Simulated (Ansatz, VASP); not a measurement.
## One calculation of ZnCd2Te3, two programs

```
CELL_PARAMETERS angstrom
-2.28239 2.28239 9.76703
2.28239 -2.28239 9.76703
2.28239 2.28239 -9.76703
ATOMIC_POSITIONS crystal
Zn 0.50000 0.50000 0.00000
Cd 0.83734 0.83734 0.00000
Cd 0.16266 0.16266 0.00000
Te 0.57486 0.07486 0.50000
Te 0.25000 0.75000 0.50000
Te 0.92514 0.42514 0.50000
```

Alike in both runs: task single point; functional PBE; k mesh 8 × 8 × 8; occupations gaussian, width 0.02 eV; no spin polarisation.

|  | VASP | Ansatz |
| --- | --- | --- |
| version | VASP 6.6.1 | Ansatz 0.2.0 |
| potentials or method | VASP PAW PBE potentials, release 64 (Zn, Cd, Te), cutoff 520 eV | scalar-relativistic, plane waves, PAW |
| valence electrons in the cell | 54 | 100 |

```csv
,VASP,Ansatz,Ansatz less VASP
gap on the k mesh at the Fermi level (eV),0.66,0.66,+0.002
least direct gap on the mesh (eV),0.66,0.66,+0.002
pressure (GPa),0.1,0.0,-0.10
```

VASP's potentials hold 54 valence electrons a cell and Ansatz's 100, so a difference there can come from the potentials and not from the codes.

Neither program's run includes spin-orbit coupling.
